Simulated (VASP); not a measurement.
# BN (Cm) in VASP: notebook, part 3 of 3

VASP 6.6.1. Earlier steps stand in the parts before.

## Step 5: Single point, PBE+D3(BJ) (atom 1 (B) moved by -0.480 Å along [1 2 0] and -0.288 Å along [0 0 1])

Contents of INCAR:

```
SYSTEM = BN
ALGO     = Normal         ! electronic algorithm
EDIFF    = 1E-7           ! SCF threshold, eV
ENCUT    = 520            ! plane-wave cutoff, eV
GGA      = PE             ! functional
ISIF     = 2              ! what is computed and relaxed
ISMEAR   = 0              ! smearing method
IVDW     = 12             ! dispersion correction
LASPH    = .TRUE.         ! aspherical terms in the spheres
LCHARG   = .FALSE.        ! write CHGCAR
LREAL    = .FALSE.        ! projectors in reciprocal space
LWAVE    = .FALSE.        ! write WAVECAR
NBANDS   = 16             ! bands
NELM     = 80             ! most SCF steps
PREC     = Accurate       ! precision mode
SIGMA    = 0.05           ! smearing width, eV
```

Contents of KPOINTS:

```
k-points
0
G
  12 12 4
  0 0 0
```

Contents of POSCAR:

```
BN
1.0
    2.5061233057      0.0000000000      0.0000000000
   -1.2530616528      2.1703664477      0.0000000000
    0.0000000000      0.0000000000      6.5973571420
B N
2 2
Direct
   -0.1105804046     -0.2211608093      0.4563461559
    0.3333333333      0.6666666667      0.0000000000
    0.0000000000      0.0000000000      0.0000000000
    0.6666666667      0.3333333333      0.5000000000
```

Potentials or basis: VASP PAW PBE potentials, release 64 (B, N).

Launch:

```console
$ cat potpaw_PBE.64/B/POTCAR potpaw_PBE.64/N/POTCAR > POTCAR
$ mpirun -np 1 vasp_std > vasp.out
```

OUTCAR:

```text
SYSTEM = BN
   EDIFF = 1E-7
   ENCUT = 520
   GGA = PE
   ISIF = 2
   ISMEAR = 0
   IVDW = 12
   LASPH = .TRUE.
   LREAL = .FALSE.
   NELM = 80
   PREC = Accurate
 IVDW          = 12

 ion  position               nearest neighbor table
   1  0.889  0.779  0.456-   4 1.01   4 1.76   4 1.76
   2  0.333  0.667  0.000-   3 1.45   3 1.45   3 1.45
   3  0.000  0.000  0.000-   2 1.45   2 1.45   2 1.45
   4  0.667  0.333  0.500-   1 1.01   1 1.76   1 1.76

  LATTYP: Found a hexagonal cell.
 ALAT       =     2.5061233057
 C/A-ratio  =     2.6324950281

  Lattice vectors:

 A1 = (   2.5061233057,   0.0000000000,   0.0000000000)
 A2 = (  -1.2530616528,   2.1703664477,   0.0000000000)
 A3 = (   0.0000000000,   0.0000000000,   6.5973571420)

Analysis of symmetry for initial positions (statically):
=====================================================================
 Subroutine PRICEL returns:
 Original cell was already a primitive cell.

 Routine SETGRP: Setting up the symmetry group for a
 hexagonal supercell.

 Subroutine GETGRP returns: Found  2 space group operations
 (whereof  2 operations were pure point group operations)
 out of a pool of 24 trial point group operations.

The static configuration has the point symmetry C_1h.

Analysis of symmetry for dynamics (positions and initial velocities):
=====================================================================
 Subroutine PRICEL returns:
 Original cell was already a primitive cell.

 Routine SETGRP: Setting up the symmetry group for a
 hexagonal supercell.

 Subroutine GETGRP returns: Found  2 space group operations
 (whereof  2 operations were pure point group operations)
 out of a pool of 24 trial point group operations.

The dynamic configuration has the point symmetry C_1h.

 Subroutine INISYM returns: Found  2 space group operations
 (whereof  2 operations are pure point group operations),
 and found     1 'primitive' translations

----------------------------------------------------------------------------------------

                                     Primitive cell

  volume of cell :      35.8844

  direct lattice vectors                    reciprocal lattice vectors
     2.506123306  0.000000000  0.000000000     0.399022665  0.230375843  0.000000000
    -1.253061653  2.170366448  0.000000000     0.000000000  0.460751686  0.000000000
     0.000000000  0.000000000  6.597357142     0.000000000  0.000000000  0.151575847

  length of vectors
     2.506123306  2.506123306  6.597357142     0.460751686  0.460751686  0.151575847

  position of ions in fractional coordinates (direct lattice)
     0.889419595  0.778839191  0.456346156
     0.333333333  0.666666667  0.000000000
     0.000000000  0.000000000  0.000000000
     0.666666667  0.333333333  0.500000000

  ion indices of the primitive-cell ions
   primitive index   ion index
                 1           1
                 2           2
                 3           3
                 4           4

----------------------------------------------------------------------------------------

 KPOINTS: k-points

Automatic generation of k-mesh.
 Grid dimensions read from file:
 generate k-points for:   12   12    4

 Generating k-lattice:

  Cartesian coordinates                     Fractional coordinates (reciprocal lattice)
     0.033251889  0.019197987  0.000000000     0.083333333 -0.000000000  0.000000000
     0.000000000  0.038395974  0.000000000     0.000000000  0.083333333  0.000000000
     0.000000000  0.000000000  0.037893962     0.000000000  0.000000000  0.250000000

  Length of vectors
     0.038395974  0.038395974  0.037893962

  Shift w.r.t. Gamma in fractional coordinates (k-lattice)
     0.000000000  0.000000000  0.000000000

 Subroutine IBZKPT returns following result:
 ===========================================

 Found    164 irreducible k-points:

 Following reciprocal coordinates:
            Coordinates               Weight
  0.000000  0.000000  0.000000      1.000000
  0.083333  0.000000  0.000000      4.000000
  0.000000  0.083333  0.000000      2.000000
  0.166667  0.000000  0.000000      4.000000
  0.000000  0.166667  0.000000      2.000000
  0.250000  0.000000  0.000000      4.000000
[... 16 lines left out ...]
 -0.083333  0.416667  0.000000      4.000000
 -0.416667  0.333333  0.000000      4.000000
 [... further k-points ...]
   k-points           NKPTS =    164   k-points in BZ     NKDIM =    164   number of bands    NBANDS=     16
   number of dos      NEDOS =    301   number of ions     NIONS =      4
   total plane-waves  NPLWV =  20000
   dimension x,y,z NGX =    20 NGY =   20 NGZ =   50
   dimension x,y,z NGXF=    40 NGYF=   40 NGZF=  100
   ions per type =               2   2
   NGX,Y,Z   is equivalent  to a cutoff of  13.27, 13.27, 12.60 a.u.
   NGXF,Y,Z  is equivalent  to a cutoff of  26.53, 26.53, 25.20 a.u.
 SYSTEM =  BN
   PREC   = accura    normal or accurate (medium, high low for compatibility)
   ISTART =      0    job   : 0-new  1-cont  2-samecut
   ICHARG =      2    charge: 1-file 2-atom 10-const
   ISPIN  =      1    spin polarized calculation?
   LNONCOLLINEAR =      F non collinear calculations
   LSORBIT =      F    spin-orbit coupling
   LASPH  =      T    aspherical Exc in radial PAW
   ENCUT  =  520.0 eV  38.22 Ry    6.18 a.u.   4.66  4.66 12.27*2*pi/ulx,y,z
   NELM   =     80;   NELMIN=  2; NELMDL= -5     # of ELM steps
   EDIFF  = 0.1E-06   stopping-criterion for ELM
   LREAL  =      F    real-space projection
   EDIFFG = 0.1E-05   stopping-criterion for IOM
   NSW    =      0    number of steps for IOM
   IBRION =     -1    ionic relax: 0-MD 1-quasi-New 2-CG
   NFREE  =      0    steps in history (QN), initial steepest desc. (CG)
   ISIF   =      2    stress and relaxation
   ISYM   =      2    0-nonsym 1-usesym 2-fastsym
   POTIM  = 0.5000    time-step for ionic-motion
   TEBEG  =    0.0;   TEEND  =   0.0 temperature during run
   PSTRESS=    0.0 pullay stress
   NELECT =      16.0000    total number of electrons
   NUPDOWN=      -1.0000    fix difference up-down
   EMIN   =  10.00;   EMAX   =-10.00  energy-range for DOS
   EFERMI =   0.00;   METHOD = LEGACY
   ISMEAR =     0;   SIGMA  =   0.05  broadening in eV -4-tet -1-fermi 0-gaus
   EFERMI_NEDOS =   21; number of points for ismear=-14 and -15
   IALGO  =     38    algorithm
   IMIX   =      4    mixing-type and parameters
     AMIX     =   0.40;   BMIX     =  1.00
     AMIX_MAG =   1.60;   BMIX_MAG =  1.00
  volume/ion in A,a.u.               =       8.97        60.54
  Fermi-wavevector in a.u.,A,eV,Ry     =   1.250680  2.363443 21.282251  1.564201
  Thomas-Fermi vector in A             =   2.384663
   LORBIT       =      0    0 simple, 1 ext, 2 COOP (PROOUT), +10 PAW based schemes
   GGA     = PE    functional components
   LHFCALC =     F    Hartree Fock is set to
   AEXX    =    0.0000 exact exchange contribution
   IVDW    =    12    specifies the selected vdW correction
   LEPSILON=     F    determine dielectric tensor
   LRPA    =     F    only Hartree local field effects (RPA)
 non-spin polarized calculation
 Gauss-broadening in eV      SIGMA  =   0.05
  energy-cutoff  :      520.00
  volume of cell :       35.88
 maximum number of plane-waves:       985
   NGX =  9   NGY =  9   NGZ = 25

 number of electron      15.9999998 magnetization

 Free energy of the ion-electron system (eV)
  ---------------------------------------------------
  ext. energy  EPLUGINS =         0.00000000
  ---------------------------------------------------
  free energy    TOTEN  =       -26.93062629 eV

  energy without entropy =      -26.93062629  energy(sigma->0) =      -26.93062629

 E-fermi :   3.9289     XC(G=0): -10.0574

 val. band max:        3.7254719484   @ k =   0.0000   0.0000   0.2500
 cond. band min:       5.7527842985   @ k =   0.0000   0.5000   0.5000
 fundamental gap:      2.0273123502
 Fermi energy:         3.9289478559

 k-point     1 :       0.0000    0.0000    0.0000
  band No.  band energies     occupation
      1     -15.8395      2.00000
      2     -14.9558      2.00000
      3      -4.3060      2.00000
      4      -2.0453      2.00000
      5      -1.5778      2.00000
      6       0.5037      2.00000
[... 433 lines left out ...]
      3      -5.7661      2.00000
      4      -4.8443      2.00000
      5      -2.3493      2.00000
      6      -1.0811      2.00000
[... 8 lines left out ...]
     15      18.1482      0.00000
     16      18.5125      0.00000

 [... further k-points ...]

------------------------ aborting loop because EDIFF is reached ----------------------------------------

 Edisp (eV)   -0.57108

 E8    (eV) :    -0.1676

  FORCE on cell =-STRESS in cart. coord.  units (eV):
  Direction    XX          YY          ZZ          XY          YZ          ZX
  --------------------------------------------------------------------------------------
  -------------------------------------------------------------------------------------
  Total       0.80462    39.88155     2.17111     0.00000   -13.80247    -0.00000
  in kB      35.92515  1780.64390    96.93654     0.00000  -616.25713    -0.00000
  external pressure =      637.84 kB  Pullay stress =        0.00 kB

 VOLUME and BASIS-vectors are now :
 -----------------------------------------------------------------------------
  energy-cutoff  :      520.00
  volume of cell :       35.88
      direct lattice vectors                 reciprocal lattice vectors
     2.506123306  0.000000000  0.000000000     0.399022665  0.230375843  0.000000000
    -1.253061653  2.170366448  0.000000000     0.000000000  0.460751686  0.000000000
     0.000000000  0.000000000  6.597357142     0.000000000  0.000000000  0.151575847

 POSITION                                       TOTAL-FORCE (eV/Angst)
 -----------------------------------------------------------------------------------
      1.25306      1.69037      3.01068         0.000000     48.072527     -8.375327
     -0.00000      1.44691      0.00000        -0.000000     -0.006146     -0.241975
      0.00000      0.00000      0.00000         0.000000      0.001390      0.204162
      1.25306      0.72346      3.29868        -0.000000    -48.067771      8.413140
 -----------------------------------------------------------------------------------
    total drift:                               -0.000001     -0.000214     -0.000027

  FREE ENERGIE OF THE ION-ELECTRON SYSTEM (eV)
  ---------------------------------------------------
  free  energy   TOTEN  =       -27.5017069583 eV

  energy  without entropy=      -27.5017069582  energy(sigma->0) =      -27.50170696
```

Run time: 96 s. Hardware: 1 thread of Intel Xeon Platinum 8259CL at 2.50GHz (Skylake/Cascade Lake), shared host; peak memory 0.22 GiB.

What came out:

```
Free energy                : -27.5017 eV
Pressure                   : 63.8 GPa
Largest force              : 48.798 eV/Å
Band gap on the k mesh     : 2.03 eV, indirect (least direct gap 3.18 eV)
Dispersion energy per atom : -0.143 eV
```

Forces on the atoms (eV/Å):
```
B     0.000  48.073  -8.375
B     0.000  -0.006  -0.242
N     0.000   0.001   0.204
N     0.000 -48.068   8.413
```

Levels at points of the mesh, in eV from the valence-band top:
| k point | band 4 | band 5 | band 6 | band 7 | band 8 | band 9 | band 10 | band 11 | band 12 | band 13 |
| --- | --- | --- | --- | --- | --- | --- | --- | --- | --- | --- |
| (0.00, 0.00, 0.00) | -5.77 | -5.30 | -3.22 | -3.22 | 0.00 | 3.18 | 7.82 | 8.19 | 9.54 | 9.70 |
| (0.50, 0.00, 0.00) | -9.27 | -6.01 | -4.18 | -3.84 | -2.72 | 2.81 | 4.30 | 5.58 | 7.95 | 10.97 |
| (0.00, 0.50, 0.00) | -9.15 | -6.01 | -3.85 | -3.04 | -2.88 | 2.35 | 3.27 | 7.92 | 9.82 | 10.25 |
| (0.00, 0.00, 0.50) | -6.66 | -5.24 | -3.22 | -3.22 | 0.00 | 4.54 | 6.49 | 8.19 | 9.36 | 9.69 |
| (0.50, 0.00, 0.50) | -9.28 | -6.01 | -4.19 | -3.73 | -2.76 | 2.77 | 4.41 | 5.03 | 8.12 | 11.25 |
| (0.00, 0.50, 0.50) | -9.17 | -6.01 | -3.85 | -3.02 | -2.75 | 2.03 | 3.13 | 8.04 | 10.06 | 11.33 |

Caveat: the cell differs from its parent crystal (atom 1 (B) moved by -0.480 Å along [1 2 0] and -0.288 Å along [0 0 1]); forces of over 1 eV/Å act on the atoms, so gaps and moduli don't describe the material at rest.
